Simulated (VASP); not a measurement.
# BeZn2Se3 (P6/mmm) in VASP: a series of runs

The runs below take BeZn2Se3 through single point, relaxation of cell and atoms, with PBE.

Everything below comes from runs of VASP 6.6.1. Logs are shortened: lines on timing, memory, paths and dates and some standing lists are left out, and cuts for length are marked.

## (1) The cell of the first run

It takes space group P6/mmm (No. 191, hexagonal). The conventional cell has a = 6.714 Å, b = 6.714 Å, c = 3.548 Å, α = 90.00°, β = 90.00°, γ = 120.00°. Be (site symmetry 6/mmm) has 2 Be at 3.55 Å and 12 Se at 3.80 Å and 6 Zn at 3.88 Å within 4.7 Å. Within 3.6 Å of Zn (site symmetry -6m2) lie 6 Se at 2.63 Å and 2 Zn at 3.55 Å. Within 3.6 Å of Se (site symmetry mmm) lie 4 Zn at 2.63 Å and 6 Se at 3.36 to 3.55 Å.

The cell was generated, and may not be a known phase.

## (2) Single point, PBE

INCAR

```
PREC     = Accurate       # precision mode
ENCUT    = 520            # plane-wave cutoff, eV
EDIFF    = 1E-6           # SCF threshold, eV
ISMEAR   = 0              # smearing method
SIGMA    = 0.1            # smearing width, eV
LREAL    = F              # projectors in reciprocal space
LASPH    = T              # aspherical terms in the spheres
NELM     = 80             # most SCF steps
ALGO     = Normal         # electronic algorithm
ISIF     = 2              # what is computed and relaxed
LWAVE    = F              # write WAVECAR
LCHARG   = F              # write CHGCAR
GGA      = PE             # functional
NBANDS   = 31             # bands
```

KPOINTS

```
Automatic mesh
0
Gamma
  6 6 10
```

POSCAR

```
BeZn2Se3
1.0
    6.7143177419      0.0000000000      0.0000000000
   -3.3571588709      5.8147697336      0.0000000000
    0.0000000000      0.0000000000      3.5476118567
Be Zn Se
1 2 3
Direct
    0.0000000000      0.0000000000      0.5000000000
    0.3333333333      0.6666666667      0.5000000000
    0.6666666667      0.3333333333      0.5000000000
    0.0000000000      0.5000000000      0.0000000000
    0.5000000000      0.0000000000      0.0000000000
    0.5000000000      0.5000000000      0.0000000000
```

Potentials or basis: VASP PAW PBE potentials, release 64 (Be, Zn, Se).

Started as:

```sh
$ cat potpaw_PBE.64/Be/POTCAR potpaw_PBE.64/Zn/POTCAR potpaw_PBE.64/Se/POTCAR > POTCAR
$ mpirun -np 1 vasp_std > vasp.out
```

OUTCAR:

```text
PREC = Accurate
   ENCUT = 520
   EDIFF = 1E-6
   ISMEAR = 0
   LREAL = F
   LASPH = T
   NELM = 80
   ISIF = 2
   GGA = PE

 ion  position               nearest neighbor table
   1  0.000  0.000  0.500-
   2  0.333  0.667  0.500-   4 2.63   4 2.63   5 2.63   5 2.63   6 2.63   6 2.63
   3  0.667  0.333  0.500-   4 2.63   4 2.63   5 2.63   5 2.63   6 2.63   6 2.63
   4  0.000  0.500  0.000-   2 2.63   3 2.63   2 2.63   3 2.63
   5  0.500  0.000  0.000-   2 2.63   3 2.63   2 2.63   3 2.63
   6  0.500  0.500  0.000-   2 2.63   3 2.63   2 2.63   3 2.63

  LATTYP: Found a hexagonal cell.
 ALAT       =     6.7143177419
 C/A-ratio  =     0.5283652030

  Lattice vectors:

 A1 = (   6.7143177419,   0.0000000000,   0.0000000000)
 A2 = (  -3.3571588709,   5.8147697336,   0.0000000000)
 A3 = (   0.0000000000,   0.0000000000,   3.5476118567)

Analysis of symmetry for initial positions (statically):
=====================================================================
 Subroutine PRICEL returns:
 Original cell was already a primitive cell.

 Routine SETGRP: Setting up the symmetry group for a
 hexagonal supercell.

 Subroutine GETGRP returns: Found 24 space group operations
 (whereof 24 operations were pure point group operations)
 out of a pool of 24 trial point group operations.

The static configuration has the point symmetry D_6h.

Analysis of symmetry for dynamics (positions and initial velocities):
=====================================================================
 Subroutine PRICEL returns:
 Original cell was already a primitive cell.

 Routine SETGRP: Setting up the symmetry group for a
 hexagonal supercell.

 Subroutine GETGRP returns: Found 24 space group operations
 (whereof 24 operations were pure point group operations)
 out of a pool of 24 trial point group operations.

The dynamic configuration has the point symmetry D_6h.

 Subroutine INISYM returns: Found 24 space group operations
 (whereof 24 operations are pure point group operations),
 and found     1 'primitive' translations

----------------------------------------------------------------------------------------

                                     Primitive cell

[... 96 lines left out ...]
   ENCUT  =  520.0 eV  38.22 Ry    6.18 a.u.  12.48 12.48  6.60*2*pi/ulx,y,z
   NELM   =     80;   NELMIN=  2; NELMDL= -5     # of ELM steps
   EDIFF  = 0.1E-05   stopping-criterion for ELM
   LREAL  =      F    real-space projection
   EDIFFG = 0.1E-04   stopping-criterion for IOM
   NSW    =      0    number of steps for IOM
   IBRION =     -1    ionic relax: 0-MD 1-quasi-New 2-CG
   NFREE  =      0    steps in history (QN), initial steepest desc. (CG)
   ISIF   =      2    stress and relaxation
   ISYM   =      2    0-nonsym 1-usesym 2-fastsym
   POTIM  = 0.5000    time-step for ionic-motion
   TEBEG  =    0.0;   TEEND  =   0.0 temperature during run
   PSTRESS=    0.0 pullay stress
   NELECT =      44.0000    total number of electrons
   NUPDOWN=      -1.0000    fix difference up-down
   EMIN   =  10.00;   EMAX   =-10.00  energy-range for DOS
   EFERMI =   0.00;   METHOD = LEGACY
   ISMEAR =     0;   SIGMA  =   0.10  broadening in eV -4-tet -1-fermi 0-gaus
   EFERMI_NEDOS =   21; number of points for ismear=-14 and -15
   IALGO  =     38    algorithm
   IMIX   =      4    mixing-type and parameters
     AMIX     =   0.40;   BMIX     =  1.00
     AMIX_MAG =   1.60;   BMIX_MAG =  1.00
  volume/ion in A,a.u.               =      23.08       155.78
  Fermi-wavevector in a.u.,A,eV,Ry     =   1.117040  2.110900 16.977068  1.247779
  Thomas-Fermi vector in A             =   2.253660
   LORBIT       =      0    0 simple, 1 ext, 2 COOP (PROOUT), +10 PAW based schemes
   GGA     = PE    functional components
   LHFCALC =     F    Hartree Fock is set to
   AEXX    =    0.0000 exact exchange contribution
   IVDW    =     0    specifies the selected vdW correction
   LEPSILON=     F    determine dielectric tensor
   LRPA    =     F    only Hartree local field effects (RPA)
 non-spin polarized calculation
 Gauss-broadening in eV      SIGMA  =   0.10
  energy-cutoff  :      520.00
  volume of cell :      138.51
 maximum number of plane-waves:      3757
 NGX is ok and might be reduce to    50
   NGX = 25   NGY = 25   NGZ = 13

 number of electron      43.9999988 magnetization

 Free energy of the ion-electron system (eV)
  ---------------------------------------------------
  ext. energy  EPLUGINS =         0.00000000
  ---------------------------------------------------
  free energy    TOTEN  =       -13.18368623 eV

  energy without entropy =      -13.14811424  energy(sigma->0) =      -13.16590024

 E-fermi :   1.9667     XC(G=0):  -9.1824

 val. band max:        1.9619336964   @ k =   0.3333   0.1667   0.2000
 cond. band min:       1.9724360324   @ k =   0.5000   0.0000   0.0000
 fundamental gap:      0.0105023361
 Fermi energy:         1.9666689078

 k-point     1 :       0.0000    0.0000    0.0000
  band No.  band energies     occupation
      1     -11.9819      2.00000
      2     -10.4798      2.00000
      3     -10.4798      2.00000
      4      -5.7936      2.00000
      5      -4.9827      2.00000
      6      -4.9827      2.00000
[... 805 lines left out ...]
     30       7.6963      0.00000
     31       9.0162      0.00000

 [... further k-points ...]

------------------------ aborting loop because EDIFF is reached ----------------------------------------

  FORCE on cell =-STRESS in cart. coord.  units (eV):
  Direction    XX          YY          ZZ          XY          YZ          ZX
  --------------------------------------------------------------------------------------
  -------------------------------------------------------------------------------------
  Total        0.0956885      0.0956885      0.1425896      0.0000000      0.0000000      0.0000000
  in kB        1.1068782      1.1068782      1.6494076      0.0000000      0.0000000      0.0000000
  external PRESSURE =       1.2877213 kB  Pullay stress =       0.0000000 kB

 VOLUME and BASIS-vectors are now :
 -----------------------------------------------------------------------------
  energy-cutoff  :      520.00
  volume of cell :      138.51
      direct lattice vectors                 reciprocal lattice vectors
     6.714317742  0.000000000  0.000000000     0.148935460  0.085987928  0.000000000
    -3.357158871  5.814769734  0.000000000     0.000000000  0.171975856  0.000000000
     0.000000000  0.000000000  3.547611857     0.000000000  0.000000000  0.281879766

 POSITION                                       TOTAL-FORCE (eV/Angst)
 -----------------------------------------------------------------------------------
      0.00000      0.00000      1.77381        -0.000000      0.000000      0.000000
     -0.00000      3.87651      1.77381        -0.000000     -0.000000      0.000000
      3.35716      1.93826      1.77381         0.000000      0.000000     -0.000000
     -1.67858      2.90738      0.00000        -0.000000      0.000000      0.000000
      3.35716      0.00000      0.00000        -0.000000      0.000000      0.000000
      1.67858      2.90738      0.00000        -0.000000      0.000000      0.000000
 -----------------------------------------------------------------------------------
    total drift:                                0.000000     -0.000000      0.000000

  FREE ENERGIE OF THE ION-ELECTRON SYSTEM (eV)
  ---------------------------------------------------
  free  energy   TOTEN  =       -13.1836862310 eV

  energy  without entropy=      -13.1481142409  energy(sigma->0) =      -13.16590024
```

OSZICAR:

```text
N       E                     dE             d eps       ncg     rms          rms(c)
DAV:   1     0.290210958520E+03    0.29021E+03   -0.19136E+04  2604   0.146E+03
DAV:   2     0.192211697457E+02   -0.27099E+03   -0.25840E+03  2682   0.326E+02
DAV:   3    -0.131300953081E+02   -0.32351E+02   -0.31197E+02  3214   0.109E+02
DAV:   4    -0.141913788159E+02   -0.10613E+01   -0.10486E+01  3073   0.184E+01
DAV:   5    -0.142027281304E+02   -0.11349E-01   -0.11343E-01  3137   0.189E+00    0.770E+00
DAV:   6    -0.133668421990E+02    0.83589E+00   -0.72794E+00  3706   0.308E+01    0.542E+00
DAV:   7    -0.132062231509E+02    0.16062E+00   -0.78131E-01  2912   0.521E+00    0.349E+00
DAV:   8    -0.132092773180E+02   -0.30542E-02   -0.26768E-01  3179   0.425E+00    0.103E+00
DAV:   9    -0.132005629097E+02    0.87144E-02   -0.28332E-01  3373   0.336E+00    0.568E-01
DAV:  10    -0.131857233555E+02    0.14840E-01   -0.23225E-02  2900   0.738E-01    0.229E-01
DAV:  11    -0.131838156314E+02    0.19077E-02   -0.10141E-02  3094   0.350E-01    0.805E-02
DAV:  12    -0.131839840190E+02   -0.16839E-03   -0.67327E-04  3052   0.135E-01    0.917E-02
DAV:  13    -0.131839274183E+02    0.56601E-04   -0.28801E-05  3195   0.359E-02    0.742E-02
DAV:  14    -0.131836881803E+02    0.23924E-03   -0.71930E-04  3325   0.102E-01    0.122E-02
DAV:  15    -0.131836874279E+02    0.75240E-06   -0.43963E-05  2863   0.378E-02    0.788E-03
DAV:  16    -0.131836862186E+02    0.12093E-05   -0.37665E-06  2810   0.852E-03    0.130E-03
DAV:  17    -0.131836862310E+02   -0.12337E-07   -0.92810E-07  1625   0.378E-03
   1 F= -.13183686E+02 E0= -.13165900E+02  d E =-.355720E-01
```

stdout:

```text
POSCAR found type information on POSCAR BeZnSe
 POSCAR found :  3 types and       6 ions
 scaLAPACK will be used
 LDA part: xc-table for (Slater+PW92), standard interpolation
 POSCAR, INCAR and KPOINTS ok, starting setup
 FFT: planning ... GRIDC
 FFT: planning ... GRID_SOFT
 FFT: planning ... GRID
 WAVECAR not read
 entering main loop
```

It took 2.9 min on 1 thread of Intel Xeon 6975P-C (Granite Rapids), shared host; peak memory 0.34 GiB.

Results:

```
Free energy            : -13.1837 eV
Pressure               : 0.1 GPa
Band gap on the k mesh : zero (bands 22 and 23 overlap by 0.81 eV)
```

Levels at points of the mesh, in eV from the Fermi level:
| k point | band 18 | band 19 | band 20 | band 21 | band 22 | band 23 | band 24 | band 25 | band 26 | band 27 |
| --- | --- | --- | --- | --- | --- | --- | --- | --- | --- | --- |
| (0.00, 0.00, 0.00) | -1.67 | -0.17 | -0.17 | 0.06 | 0.29 | 0.29 | 0.51 | 3.82 | 3.82 | 4.49 |
| (0.50, 0.00, 0.00) | -2.23 | -1.15 | -0.54 | -0.11 | 0.01 | 0.29 | 1.68 | 2.68 | 3.38 | 3.63 |
| (0.00, 0.00, 0.50) | -2.24 | -2.24 | -1.78 | 0.25 | 0.58 | 0.78 | 0.78 | 1.05 | 1.68 | 1.68 |
| (0.50, 0.00, 0.50) | -2.22 | -2.03 | -1.25 | -0.94 | -0.55 | 0.74 | 0.77 | 2.05 | 2.20 | 2.86 |

## (3) Relaxation of cell and atoms, PBE

This run uses another cell than the first one, of 22.54 Å³/atom.

INCAR

```
SYSTEM = BeZn2Se3
PREC     = Accurate       ! precision mode
ENCUT    = 600            ! plane-wave cutoff, eV
EDIFF    = 1E-6           ! SCF threshold, eV
ISMEAR   = 0              ! smearing method
SIGMA    = 0.1            ! smearing width, eV
LREAL    = .FALSE.        ! projectors in reciprocal space
LASPH    = .TRUE.         ! aspherical terms in the spheres
NELM     = 100            ! most SCF steps
ALGO     = Normal         ! electronic algorithm
ISIF     = 3              ! what is computed and relaxed
LWAVE    = .FALSE.        ! write WAVECAR
LCHARG   = .FALSE.        ! write CHGCAR
GGA      = PE             ! functional
IBRION   = 2              ! ionic algorithm
NSW      = 100            ! ionic steps
EDIFFG   = -0.01          ! ionic threshold
```

KPOINTS

```
Automatic mesh
0
G
  6 6 10
  0 0 0
```

Changes to POSCAR since step 2:

```diff
@@ -2,5 +2,5 @@
 1.0
-    6.7143177419      0.0000000000      0.0000000000
-   -3.3571588709      5.8147697336      0.0000000000
-    0.0000000000      0.0000000000      3.5476118567
+    6.4487707437      0.0000000000      0.0000000000
+   -3.2243853718      5.5847992872      0.0000000000
+    0.0000000000      0.0000000000      3.7547389945
 Be Zn Se
```

Potentials or basis: VASP PAW PBE potentials, release 64 (Be, Zn, Se).

Started as:

```sh
$ cat potpaw_PBE.64/Be/POTCAR potpaw_PBE.64/Zn/POTCAR potpaw_PBE.64/Se/POTCAR > POTCAR
$ mpirun -np 1 vasp_std > vasp.out
```

OUTCAR:

```text
SYSTEM = BeZn2Se3
   PREC = Accurate
   ENCUT = 600
   EDIFF = 1E-6
   ISMEAR = 0
   LREAL = .FALSE.
   LASPH = .TRUE.
   NELM = 100
   ISIF = 3
   GGA = PE
   IBRION = 2
   NSW = 100
   EDIFFG = -0.01

 ion  position               nearest neighbor table
   1  0.000  0.000  0.500-
   2  0.333  0.667  0.500-   5 2.64   5 2.64   4 2.64   4 2.64   6 2.64   6 2.64
   3  0.667  0.333  0.500-   5 2.64   5 2.64   4 2.64   4 2.64   6 2.64   6 2.64
   4  0.000  0.500  0.000-   2 2.64   3 2.64   2 2.64   3 2.64
   5  0.500  0.000  0.000-   2 2.64   3 2.64   2 2.64   3 2.64
   6  0.500  0.500  0.000-   2 2.64   3 2.64   2 2.64   3 2.64

  LATTYP: Found a hexagonal cell.
 ALAT       =     6.4487707437
 C/A-ratio  =     0.5822410415

  Lattice vectors:

 A1 = (   6.4487707437,   0.0000000000,   0.0000000000)
[... 394 lines left out ...]
  ---------------------------------------------------
  free energy    TOTEN  =       -13.69626735 eV

  energy without entropy =      -13.68296221  energy(sigma->0) =      -13.68961478

 E-fermi :   1.6620     XC(G=0):  -8.7403

 val. band max:        1.6392190720   @ k =   0.1667  -0.0000   0.4000
 cond. band min:       1.7100357889   @ k =   0.0000   0.0000   0.2000
 fundamental gap:      0.0708167170
 Fermi energy:         1.6619597811

 k-point     1 :       0.0000    0.0000    0.0000
  band No.  band energies     occupation
      1     -12.5996      2.00000
      2     -11.8617      2.00000
      3     -11.8617      2.00000
      4      -6.4973      2.00000
      5      -5.8830      2.00000
      6      -5.6394      2.00000
[... 685 lines left out ...]
     25       4.0119      0.00000
     26       4.5918      0.00000

 [... further k-points ...]

------------------------ aborting loop because EDIFF is reached ----------------------------------------

  FORCE on cell =-STRESS in cart. coord.  units (eV):
  Direction    XX          YY          ZZ          XY          YZ          ZX
  --------------------------------------------------------------------------------------
  -------------------------------------------------------------------------------------
  Total       -0.0456648     -0.0456648      0.0125275     -0.0000000     -0.0000000     -0.0000000
  in kB       -0.4928710     -0.4928710      0.1352119     -0.0000000     -0.0000000     -0.0000000
  external PRESSURE =      -0.2835100 kB  Pullay stress =       0.0000000 kB
[... 21 lines left out ...]
  FREE ENERGIE OF THE ION-ELECTRON SYSTEM (eV)
  ---------------------------------------------------
  free  energy   TOTEN  =       -13.6962673545 eV

  energy  without entropy=      -13.6829622119  energy(sigma->0) =      -13.68961478

 reached required accuracy - stopping structural energy minimisation
```

It took 41 min on 1 thread of Intel Xeon 6975P-C (Granite Rapids), shared host; peak memory 0.42 GiB.

Results:

```
Free energy                           : -13.6963 eV
Relaxed volume                        : 24.74 Å³/atom
Relaxed cell                          : a = 7.691 Å, b = 7.691 Å, c = 2.898 Å, α = 90.00°, β = 90.00°, γ = 120.00°
Space group after relaxing (to 0.1 Å) : P6/mmm (No. 191)
Energy gained by relaxing             : 92.3 meV/atom
Ionic steps                           : 43
Pressure after relaxing               : 0.0 GPa
Band gap on the k mesh                : zero (bands 22 and 23 overlap by 2.77 eV)
```

The path:
```csv
step,energy change (eV),largest force (eV/Å),pressure (GPa),volume (Å³)
1,0.0000,0.0000,0.47,135.23
3,-0.0257,0.0000,-0.35,138.46
5,-0.0284,0.0000,0.15,137.37
7,-0.0290,0.0000,0.09,137.55
9,-0.0383,0.0000,-0.16,138.86
11,-0.0367,0.0000,-0.12,140.20
13,-0.0973,0.0000,1.12,137.73
15,0.4188,0.0000,13.71,124.39
17,-0.2039,0.0000,5.40,131.68
19,-0.2099,0.0000,5.02,132.11
21,-0.2099,0.0000,5.04,132.09
23,-0.2099,0.0000,5.15,132.00
25,-0.2100,0.0000,5.08,132.04
27,-0.2105,0.0000,5.08,132.05
29,-0.2123,0.0000,5.05,132.10
31,-0.2194,0.0000,4.94,132.29
33,-0.2469,0.0000,4.62,133.06
35,-0.3422,0.0000,3.47,136.14
37,-0.5471,0.0000,-0.33,148.63
39,-0.5484,0.0000,-0.51,149.48
41,-0.5528,0.0000,-0.31,149.32
43,-0.5537,0.0000,-0.03,148.44
```

Final structure:
```xyz
6
Lattice="7.6905 0.0000 0.0000 -3.8453 6.6602 0.0000 0.0000 0.0000 2.8981" Properties=species:S:1:pos:R:3 pbc="T T T"
Be    0.0000    0.0000    1.4491
Zn    0.0000    4.4401    1.4491
Zn    3.8453    2.2201    1.4491
Se   -1.9226    3.3301    0.0000
Se    3.8453    0.0000    0.0000
Se    1.9226    3.3301    0.0000
```

Levels at points of the mesh, in eV from the Fermi level:
```
           k point  band 20  band 21  band 22  band 23  band 24  band 25
(0.00, 0.00, 0.00)    -1.41    -1.29     1.97     2.58     2.58     2.68
(0.50, 0.00, 0.00)    -1.60     1.00     1.37     2.18     2.28     2.41
(0.00, 0.00, 0.50)    -1.18    -0.05    -0.05     0.28     0.38     1.24
(0.50, 0.00, 0.50)    -0.64    -0.58    -0.13     0.09     0.79     1.08
```

Caveat: a cell axis changed by over 15 % at a fixed basis, so the end point is rough.

The gap in the log of VASP goes by the Fermi energy; the results here count the filled bands.